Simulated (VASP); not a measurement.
Input of a VASP 6.6.1 run:

The input POSCAR:

```
Sn
1.0
   -0.1094819927      3.1749777876      3.1749777876
    3.1749777876     -0.1094819927      3.1749777876
    3.1749777876      3.1749777876     -0.1094819927
Sn
2
Direct
   -0.0032388387     -0.0032388387     -0.0032388387
    0.2532388387      0.2532388387      0.2532388387
```

File INCAR.step1:

```
PREC     = Accurate       # precision mode
ENCUT    = 520            # plane-wave cutoff, eV
EDIFF    = 1E-5           # SCF threshold, eV
ISMEAR   = -1             # smearing method
SIGMA    = 0.02           # smearing width, eV
LREAL    = False          # projectors in reciprocal space
LASPH    = True           # aspherical terms in the spheres
NELM     = 100            # most SCF steps
ALGO     = Normal         # electronic algorithm
ISIF     = 2              # what is computed and relaxed
LWAVE    = True           # write WAVECAR
NBANDS   = 21             # bands
GGA      = PE             # functional
```

The input INCAR.step2:

```
PREC     = Accurate       # precision mode
ENCUT    = 520            # plane-wave cutoff, eV
EDIFF    = 1E-6           # SCF threshold, eV
ISMEAR   = -1             # smearing method
SIGMA    = 0.02           # smearing width, eV
LREAL    = False          # projectors in reciprocal space
LASPH    = True           # aspherical terms in the spheres
NELM     = 100            # most SCF steps
ALGO     = Normal         # electronic algorithm
ISIF     = 2              # what is computed and relaxed
LWAVE    = False          # write WAVECAR
LCHARG   = True           # write CHGCAR
GGA      = PE             # functional
LHFCALC  = True           # exact exchange
HFSCREEN = 0.2079         # screening, 1/A
PRECFOCK = Normal       
LELF     = True           # ELF
LVHAR    = True         
NBANDS   = 21             # bands
ISTART   = 1
```

File KPOINTS:

```
regular mesh
0
Gamma
  4 4 4
```

Potentials or basis: VASP PAW PBE potentials, release 64 (Sn_d).

Run with:

```console
$ cat potpaw_PBE.64/Sn_d/POTCAR > POTCAR
$ cp INCAR.step1 INCAR
$ mpirun -np 1 vasp_std > vasp.out
$ cp INCAR.step2 INCAR
$ mpirun -np 1 vasp_std > vasp.out
```

What does it give for the pressure?

2.4 GPa.

Estimate the largest force.

0.088 eV/Å.

Stress tensor (GPa, compression positive):
```
2.41 0.93 0.93
0.93 2.41 0.93
0.93 0.93 2.41
```

Caveat: the k points lie up to 0.42 Å⁻¹ apart; the cell differs from its parent crystal (strain along [111] -5.0%); the PAW data sets were made with another functional, which shifts forces and pressure a little.
